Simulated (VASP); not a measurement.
# NaLi5 (Amm2) in VASP: notebook

Runs on NaLi5. Level: PBE. Tasks: single point.

All numbers are computed with VASP 6.6.1; they aren't measurements. Logs are shortened: lines on timing, memory, paths and dates and some standing lists are left out, and cuts for length are marked.

**1. The cell of the first run**

The typed cell holds 6 atoms: a = 4.723 Å, b = 6.248 Å, c = 6.248 Å, α = 135.38°, β = 90.00°, γ = 90.00°.

**2. Single point, PBE (21.58 Å³/atom)**

INCAR

```
SYSTEM = NaLi5
PREC = Accurate
ENCUT = 520
EDIFF = 1E-6
ISMEAR = 0
SIGMA = 0.1
LREAL = .False.
LASPH = .True.
NELM = 60
ALGO = Fast
ISIF = 2
LWAVE = .False.
LCHARG = .False.
GGA = PE
NBANDS = 20
```

KPOINTS

```
regular mesh
0
Gamma
  8 8 8
  0 0 0
```

POSCAR

```
NaLi5
1.0
    4.7234139806      0.0000000000      0.0000000000
    0.0000000000      5.7800117512      2.3717610454
    0.0000000000     -5.7800117512      2.3717610454
Na Li
1 5
Direct
    0.0000000000      0.0833590875      0.0833590875
    0.0000000000      0.4104066031      0.7563122102
    0.0000000000      0.7563122102      0.4104066031
    0.5000000000      0.5832815343      0.5832815343
    0.5000000000      0.2610547217      0.9054323756
    0.5000000000      0.9054323756      0.2610547217
```

Potentials or basis: VASP PAW PBE potentials, release 64 (Na_pv, Li_sv).

Launch:

```
> cat potpaw_PBE.64/Na_pv/POTCAR potpaw_PBE.64/Li_sv/POTCAR > POTCAR
> mpirun -np 1 vasp_std > vasp.out
```

OUTCAR:

```text
SYSTEM = NaLi5
   PREC = Accurate
   ENCUT = 520
   EDIFF = 1E-6
   ISMEAR = 0
   LREAL = .False.
   LASPH = .True.
   NELM = 60
   ISIF = 2
   GGA = PE

 ion  position               nearest neighbor table
   1  0.000  0.083  0.083-
   2  0.000  0.410  0.756-
   3  0.000  0.756  0.410-
   4  0.500  0.583  0.583-
   5  0.500  0.261  0.905-
   6  0.500  0.905  0.261-

  LATTYP: Found a base centered orthorhombic cell.
 ALAT       =     4.7435220908
 B/A-ratio  =     2.4370126841
 C/A-ratio  =     0.9957609325

  Lattice vectors:

 A1 = (   0.0000000000,   5.7800117512,   2.3717610454)
 A2 = (   0.0000000000,  -5.7800117512,   2.3717610454)
 A3 = (   4.7234139806,   0.0000000000,   0.0000000000)

Analysis of symmetry for initial positions (statically):
=====================================================================
 Subroutine PRICEL returns:
 Original cell was already a primitive cell.

 Routine SETGRP: Setting up the symmetry group for a
 base centered orthorhombic supercell.

 Subroutine GETGRP returns: Found  4 space group operations
 (whereof  4 operations were pure point group operations)
 out of a pool of  8 trial point group operations.

The static configuration has the point symmetry C_2v.

Analysis of symmetry for dynamics (positions and initial velocities):
=====================================================================
 Subroutine PRICEL returns:
 Original cell was already a primitive cell.

 Routine SETGRP: Setting up the symmetry group for a
 base centered orthorhombic supercell.

 Subroutine GETGRP returns: Found  4 space group operations
 (whereof  4 operations were pure point group operations)
 out of a pool of  8 trial point group operations.

The dynamic configuration has the point symmetry C_2v.

 Subroutine INISYM returns: Found  4 space group operations
 (whereof  4 operations are pure point group operations),
 and found     1 'primitive' translations

----------------------------------------------------------------------------------------

                                     Primitive cell

  volume of cell :     129.5047

  direct lattice vectors                    reciprocal lattice vectors
     4.723413981  0.000000000  0.000000000     0.211711276  0.000000000  0.000000000
     0.000000000  5.780011751  2.371761045     0.000000000  0.086505014  0.210813817
     0.000000000 -5.780011751  2.371761045     0.000000000 -0.086505014  0.210813817

  length of vectors
     4.723413981  6.247702482  6.247702482     0.211711276  0.227871857  0.227871857

  position of ions in fractional coordinates (direct lattice)
     0.000000000  0.083359087  0.083359087
     0.000000000  0.410406603  0.756312210
     0.000000000  0.756312210  0.410406603
     0.500000000  0.583281534  0.583281534
     0.500000000  0.261054722  0.905432376
     0.500000000  0.905432376  0.261054722

  ion indices of the primitive-cell ions
   primitive index   ion index
                 1           1
                 2           2
                 3           3
                 4           4
                 5           5
                 6           6

----------------------------------------------------------------------------------------

 KPOINTS: regular mesh

Automatic generation of k-mesh.
 Grid dimensions read from file:
 generate k-points for:    8    8    8

 Generating k-lattice:

  Cartesian coordinates                     Fractional coordinates (reciprocal lattice)
     0.026463909  0.000000000  0.000000000     0.125000000  0.000000000  0.000000000
     0.000000000  0.010813127  0.026351727     0.000000000  0.125000000  0.000000000
     0.000000000 -0.010813127  0.026351727     0.000000000  0.000000000  0.125000000

  Length of vectors
     0.026463909  0.028483982  0.028483982

  Shift w.r.t. Gamma in fractional coordinates (k-lattice)
     0.000000000  0.000000000  0.000000000

 Subroutine IBZKPT returns following result:
 ===========================================

 Found    105 irreducible k-points:

 Following reciprocal coordinates:
            Coordinates               Weight
  0.000000  0.000000  0.000000      1.000000
  0.125000  0.000000  0.000000      2.000000
  0.250000  0.000000  0.000000      2.000000
  0.375000  0.000000  0.000000      2.000000
  0.500000  0.000000  0.000000      1.000000
  0.000000  0.125000  0.000000      4.000000
[... 16 lines left out ...]
  0.250000  0.500000  0.000000      4.000000
  0.375000  0.500000  0.000000      4.000000
 [... further k-points ...]
   k-points           NKPTS =    105   k-points in BZ     NKDIM =    105   number of bands    NBANDS=     20
   number of dos      NEDOS =    301   number of ions     NIONS =      6
   total plane-waves  NPLWV =  82944
   dimension x,y,z NGX =    36 NGY =   48 NGZ =   48
   dimension x,y,z NGXF=    72 NGYF=   96 NGZF=   96
   ions per type =               1   5
   NGX,Y,Z   is equivalent  to a cutoff of  12.67, 12.77, 12.77 a.u.
   NGXF,Y,Z  is equivalent  to a cutoff of  25.34, 25.54, 25.54 a.u.
 SYSTEM =  NaLi5
   PREC   = accura    normal or accurate (medium, high low for compatibility)
   ISTART =      0    job   : 0-new  1-cont  2-samecut
   ICHARG =      2    charge: 1-file 2-atom 10-const
   ISPIN  =      1    spin polarized calculation?
   LNONCOLLINEAR =      F non collinear calculations
   LSORBIT =      F    spin-orbit coupling
   LASPH  =      T    aspherical Exc in radial PAW
   ENCUT  =  520.0 eV  38.22 Ry    6.18 a.u.   8.78 11.62 11.62*2*pi/ulx,y,z
   NELM   =     60;   NELMIN=  2; NELMDL= -5     # of ELM steps
   EDIFF  = 0.1E-05   stopping-criterion for ELM
   LREAL  =      F    real-space projection
   EDIFFG = 0.1E-04   stopping-criterion for IOM
   NSW    =      0    number of steps for IOM
   IBRION =     -1    ionic relax: 0-MD 1-quasi-New 2-CG
   NFREE  =      0    steps in history (QN), initial steepest desc. (CG)
   ISIF   =      2    stress and relaxation
   ISYM   =      2    0-nonsym 1-usesym 2-fastsym
   POTIM  = 0.5000    time-step for ionic-motion
   TEBEG  =    0.0;   TEEND  =   0.0 temperature during run
   PSTRESS=    0.0 pullay stress
   NELECT =      22.0000    total number of electrons
   NUPDOWN=      -1.0000    fix difference up-down
   EMIN   =  10.00;   EMAX   =-10.00  energy-range for DOS
   EFERMI =   0.00;   METHOD = LEGACY
   ISMEAR =     0;   SIGMA  =   0.10  broadening in eV -4-tet -1-fermi 0-gaus
   EFERMI_NEDOS =   21; number of points for ismear=-14 and -15
   IALGO  =     68    algorithm
   IMIX   =      4    mixing-type and parameters
     AMIX     =   0.40;   BMIX     =  1.00
     AMIX_MAG =   1.60;   BMIX_MAG =  1.00
  volume/ion in A,a.u.               =      21.58       145.66
  Fermi-wavevector in a.u.,A,eV,Ry     =   0.906680  1.713376 11.184912  0.822068
  Thomas-Fermi vector in A             =   2.030396
   LORBIT       =      0    0 simple, 1 ext, 2 COOP (PROOUT), +10 PAW based schemes
   GGA     = PE    functional components
   LHFCALC =     F    Hartree Fock is set to
   AEXX    =    0.0000 exact exchange contribution
   IVDW    =     0    specifies the selected vdW correction
   LEPSILON=     F    determine dielectric tensor
   LRPA    =     F    only Hartree local field effects (RPA)
 non-spin polarized calculation
 RMM-DIIS sequential band-by-band and
 Gauss-broadening in eV      SIGMA  =   0.10
  energy-cutoff  :      520.00
  volume of cell :      129.50
 maximum number of plane-waves:      3517
 NGX is ok and might be reduce to    36
   NGX = 17   NGY = 23   NGZ = 23

 number of electron      21.9999969 magnetization

 Free energy of the ion-electron system (eV)
  ---------------------------------------------------
  ext. energy  EPLUGINS =         0.00000000
  ---------------------------------------------------
  free energy    TOTEN  =       -10.63988531 eV

  energy without entropy =      -10.62798677  energy(sigma->0) =      -10.63393604

 E-fermi :   0.7772     XC(G=0):  -7.0951

 val. band max:        0.7713523876   @ k =   0.5000   0.5000   0.1250
 cond. band min:       0.7972197704   @ k =   0.3750   0.2500   0.0000
 fundamental gap:      0.0258673829
 Fermi energy:         0.7772106589

 k-point     1 :       0.0000    0.0000    0.0000
  band No.  band energies     occupation
      1     -45.9594      2.00000
      2     -45.9078      2.00000
      3     -45.8983      2.00000
      4     -45.8745      2.00000
      5     -45.8651      2.00000
      6     -23.5331      2.00000
[... 12 lines left out ...]
     19       5.9966      0.00000
     20       7.8266      0.00000

 k-point     2 :       0.1250    0.0000    0.0000
  band No.  band energies     occupation
      1     -45.9593      2.00000
      2     -45.9077      2.00000
      3     -45.8982      2.00000
      4     -45.8748      2.00000
      5     -45.8651      2.00000
      6     -23.5331      2.00000
[... 12 lines left out ...]
     19       6.0979      0.00000
     20       7.0627      0.00000

 k-point     3 :       0.2500    0.0000    0.0000
  band No.  band energies     occupation
      1     -45.9592      2.00000
      2     -45.9072      2.00000
      3     -45.8982      2.00000
      4     -45.8753      2.00000
      5     -45.8652      2.00000
      6     -23.5330      2.00000
[... 12 lines left out ...]
     19       6.4313      0.00000
     20       6.6296      0.00000

 k-point     4 :       0.3750    0.0000    0.0000
  band No.  band energies     occupation
      1     -45.9591      2.00000
      2     -45.9068      2.00000
      3     -45.8981      2.00000
      4     -45.8758      2.00000
      5     -45.8653      2.00000
      6     -23.5330      2.00000
[... 12 lines left out ...]
     19       6.5541      0.00000
     20       6.9302      0.00000

 k-point     5 :       0.5000    0.0000    0.0000
  band No.  band energies     occupation
      1     -45.9591      2.00000
      2     -45.9066      2.00000
      3     -45.8981      2.00000
      4     -45.8760      2.00000
      5     -45.8654      2.00000
      6     -23.5329      2.00000
[... 12 lines left out ...]
     19       6.7475      0.00000
     20       6.8382      0.00000

 k-point     6 :       0.0000    0.1250    0.0000
  band No.  band energies     occupation
      1     -45.9594      2.00000
      2     -45.9075      2.00000
      3     -45.8986      2.00000
      4     -45.8742      2.00000
      5     -45.8655      2.00000
      6     -23.5333      2.00000
[... 12 lines left out ...]
     19       6.4693      0.00000
     20       7.0577      0.00000

 k-point     7 :       0.1250    0.1250    0.0000
  band No.  band energies     occupation
      1     -45.9593      2.00000
      2     -45.9073      2.00000
      3     -45.8986      2.00000
      4     -45.8744      2.00000
      5     -45.8655      2.00000
      6     -23.5333      2.00000
[... 12 lines left out ...]
     19       6.2627      0.00000
     20       6.5758      0.00000
[... 277 lines left out ...]
 k-point    20 :       0.5000    0.3750   -0.0000
  band No.  band energies     occupation
      1     -45.9590      2.00000
      2     -45.9040      2.00000
      3     -45.9007      2.00000
      4     -45.8728      2.00000
      5     -45.8687      2.00000
      6     -23.5343      2.00000
[... 12 lines left out ...]
     19       7.2281      0.00000
     20       7.7868      0.00000

 k-point    21 :       0.0000    0.5000    0.0000
  band No.  band energies     occupation
      1     -45.9592      2.00000
      2     -45.9030      2.00000
      3     -45.9029      2.00000
      4     -45.8700      2.00000
      5     -45.8699      2.00000
      6     -23.5346      2.00000
[... 12 lines left out ...]
     19       6.2733      0.00000
     20       6.3732      0.00000

 k-point    22 :       0.1250    0.5000    0.0000
  band No.  band energies     occupation
      1     -45.9591      2.00000
      2     -45.9029      2.00000
      3     -45.9028      2.00000
      4     -45.8701      2.00000
      5     -45.8701      2.00000
      6     -23.5346      2.00000
[... 12 lines left out ...]
     19       6.7614      0.00000
     20       6.8085      0.00000

 k-point    23 :       0.2500    0.5000    0.0000
  band No.  band energies     occupation
      1     -45.9590      2.00000
      2     -45.9026      2.00000
      3     -45.9026      2.00000
      4     -45.8704      2.00000
      5     -45.8703      2.00000
      6     -23.5345      2.00000
[... 12 lines left out ...]
     19       7.6414      0.00000
     20       7.8601      0.00000

 k-point    24 :       0.3750    0.5000    0.0000
  band No.  band energies     occupation
      1     -45.9590      2.00000
      2     -45.9025      2.00000
      3     -45.9024      2.00000
      4     -45.8707      2.00000
      5     -45.8706      2.00000
      6     -23.5345      2.00000
[... 12 lines left out ...]
     19       6.8494      0.00000
     20       7.2542      0.00000

 [... further k-points ...]
[... 5 lines left out ...]
  --------------------------------------------------------------------------------------
  -------------------------------------------------------------------------------------
  Total        0.6357114      0.6614439      0.6398742      0.0000000      0.0000000      0.0000000
  in kB        7.8647504      8.1831012      7.9162502      0.0000000      0.0000000      0.0000000
  external PRESSURE =       7.9880339 kB  Pullay stress =       0.0000000 kB

 VOLUME and BASIS-vectors are now :
 -----------------------------------------------------------------------------
  energy-cutoff  :      520.00
  volume of cell :      129.50
      direct lattice vectors                 reciprocal lattice vectors
     4.723413981  0.000000000  0.000000000     0.211711276  0.000000000  0.000000000
     0.000000000  5.780011751  2.371761045     0.000000000  0.086505014  0.210813817
     0.000000000 -5.780011751  2.371761045     0.000000000 -0.086505014  0.210813817

 POSITION                                       TOTAL-FORCE (eV/Angst)
 -----------------------------------------------------------------------------------
      0.00000      0.00000      0.39542         0.000000      0.000000     -0.000102
      0.00000     -1.99934      2.76718         0.000000      0.007201     -0.000097
      0.00000      1.99934      2.76718         0.000000     -0.007201     -0.000097
      2.36171      0.00000      2.76681         0.000000      0.000000      0.000007
      2.36171     -3.72451      2.76663         0.000000     -0.006133      0.000145
      2.36171      3.72451      2.76663         0.000000      0.006133      0.000145
 -----------------------------------------------------------------------------------
    total drift:                                0.000000      0.000000     -0.000057

  FREE ENERGIE OF THE ION-ELECTRON SYSTEM (eV)
  ---------------------------------------------------
  free  energy   TOTEN  =       -10.6398853068 eV

  energy  without entropy=      -10.6279867669  energy(sigma->0) =      -10.63393604
```

It took 23 min on 1 thread of Oxide Virtual Turin-like, shared host; peak memory 0.37 GiB.

Results:

* Free energy: -10.6399 eV
* Largest force: 0.007 eV/Å
* Band gap on the k mesh: zero (bands 11 and 12 overlap by 2.24 eV)

Forces on the atoms (eV/Å):
```
Na   0.000  0.000  0.000
Li   0.000  0.007  0.000
Li   0.000 -0.007  0.000
Li   0.000  0.000  0.000
Li   0.000 -0.006  0.000
Li   0.000  0.006  0.000
```

Caveat: the cutoff is under 1.25 times the usual one of these potentials, so pressure, stress and relaxed cells hold a basis-set (Pulay) error.

[end of part 1 of 3]

The gap in the log of VASP goes by the Fermi energy; the results here count the filled bands.